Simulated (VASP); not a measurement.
Set up this calculation in VASP 6.6.1, as the native input.

| Property | Result |
| --- | --- |
| Task | single point |
| Functional | PBEsol |
| Potentials or basis | VASP PAW PBE potentials, release 64 (Rh_pv) |
| Cutoff | 500 eV |
| k mesh | 6 × 6 × 6 |
| Occupations | gaussian, width 0.1 eV |
| Spin | no spin polarisation |
| Dipole correction | no |
| Further INCAR settings | ALGO = Normal; EDIFF = 1e-06; NBANDS = 30 |

The structure of Rh lies in POSCAR:

```
Rh
1.0
    4.4895314866      0.0000000000      0.0000000000
   -2.2447657433      3.8880483185      0.0000000000
    0.0000000000      0.0000000000      2.7522779983
Rh
3
Direct
    0.0000000000      0.0000000000      0.0000000000
    0.3333333333      0.6666666667      0.5000000000
    0.6666666667      0.3333333333      0.5000000000
```

This isn't the form of Rh at room conditions, which is fcc.

The input as run:

INCAR

```
PREC = Accurate ; ENCUT = 500
EDIFF = 1E-6 ; ISMEAR = 0
SIGMA = 0.1 ; LREAL = False
LASPH = True ; NELM = 120
ALGO = Normal ; ISIF = 2
LWAVE = False ; LCHARG = True
GGA = PS ; LELF = True
LVHAR = True ; NBANDS = 30
GGA_COMPAT = False
```

KPOINTS

```
Automatic mesh
0
Gamma
  6 6 6
```

Potentials or basis: VASP PAW PBE potentials, release 64 (Rh_pv).

Launch:

```console
$ cat potpaw_PBE.64/Rh_pv/POTCAR > POTCAR
$ mpirun -np 1 vasp_std > vasp.out
```

It gave:

```json
{"Pressure": "-27.3 GPa", "Band gap on the k mesh": "zero (an odd number of electrons rules out a gap without spin polarisation)"}
```

Caveat: the k points lie up to 0.38 Å⁻¹ apart, too coarse for converged energies and pressures of a metal; the PAW data sets were made with another functional, which shifts forces and pressure a little.

It took 31 s on 1 thread of Intel(R) Xeon(R) Platinum 8488C (Sapphire Rapids), on a shared host, peak memory 0.17 GiB.
